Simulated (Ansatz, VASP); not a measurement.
# Two plane-wave programs on LiCl

```
Li Cl
1.0
     3.61937    0.00180   -0.00707
    -1.80813    3.13429    0.00368
    -0.02270    0.00094   12.03165
Li Cl
4 4
Direct
  0.32675 0.66437 0.87641
  0.66658 0.33592 0.12308
  0.67008 0.33552 0.37654
  0.33956 0.66681 0.62292
  0.66288 0.33117 0.75024
  0.99690 0.99916 0.00027
  0.33483 0.66765 0.25031
  0.00242 0.99939 0.50024
```

Change from the starting cell: cell x1, atoms moved at random (sigma 0.1 Å) and cell strained at random (1.5 %), then relaxed without symmetry.

Alike in both runs: functional PBE; k mesh 6 × 6 × 1; occupations gaussian, width 0.1 eV; no spin polarisation.

Ansatz relaxed the structure, and its values are those at the end. VASP's run is a single point on that final structure, the one shown.

|  | VASP | Ansatz |
| --- | --- | --- |
| version | VASP 6.6.1 | Ansatz 0.2.0 |
| potentials or method | VASP PAW PBE potentials, release 64 (Li_sv, Cl), cutoff 520 eV | scalar-relativistic, plane waves, PAW |
| valence electrons in the cell | 40 | 40 |

VASP gave:

* gap on the k mesh at the Fermi level (eV): 6.22
* least direct gap on the mesh (eV): 6.22
* rms of the force components (eV/Å): 0.005

Q: Which values does Ansatz return?

A: gap on the k mesh at the Fermi level (eV): 6.21; least direct gap on the mesh (eV): 6.21; rms of the force components (eV/Å): 0.004.

The functional is the same, so the differences come from potentials, cutoffs and numerics.

The k mesh is coarse, so the values compare programs but aren't converged. Noted on VASP's run: the cutoff is short for stress, so the pressure is rough.
